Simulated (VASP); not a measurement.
Input of a VASP 6.6.1 run:

The input POSCAR:

```
BAs
1.0
    0.0000000000      2.3918674372      2.3918674372
    2.3918674372      0.0000000000      2.3918674372
    2.3918674372      2.3918674372      0.0000000000
B As
1 1
Direct
    0.2500000000      0.2500000000      0.2500000000
    0.0000000000      0.0000000000      0.0000000000
```

The input INCAR.step1:

```
SYSTEM = BAs
PREC = Accurate ; ENCUT = 520
EDIFF = 1E-5 ; ISMEAR = 0
SIGMA = 0.01 ; LREAL = .FALSE.
LASPH = .TRUE. ; NELM = 60
ALGO = Normal ; ISIF = 2
LWAVE = .TRUE. ; LCHARG = .FALSE.
NBANDS = 11 ; GGA = PE
```

File INCAR.step2:

```
SYSTEM = BAs
PREC = Accurate ; ENCUT = 520
EDIFF = 1E-6 ; ISMEAR = 0
SIGMA = 0.01 ; LREAL = .FALSE.
LASPH = .TRUE. ; NELM = 60
ALGO = Normal ; ISIF = 2
LWAVE = .FALSE. ; LCHARG = .FALSE.
GGA = PE ; LHFCALC = .TRUE.
HFSCREEN = 0.2079 ; PRECFOCK = Normal
NBANDS = 11 ; ISTART = 1
```

KPOINTS

```
regular mesh
0
G
  6 6 6
  0 0 0
```

Potentials or basis: VASP PAW PBE potentials, release 64 (B, As).

Launch:

```sh
$ cat potpaw_PBE.64/B/POTCAR potpaw_PBE.64/As/POTCAR > POTCAR
$ cp INCAR.step1 INCAR
$ mpirun -np 1 vasp_std > vasp.out
$ cp INCAR.step2 INCAR
$ mpirun -np 1 vasp_std > vasp.out
```

**Question.** What does it give for the pressure?

**Answer.** -1.2 GPa.

**Question.** What does it give for the band gap on the k mesh?

**Answer.** 1.95 eV, indirect (least direct gap 4.11 eV).

Caveat: the PAW data sets were made with another functional, which shifts forces and pressure a little. A k mesh can miss the band edges.
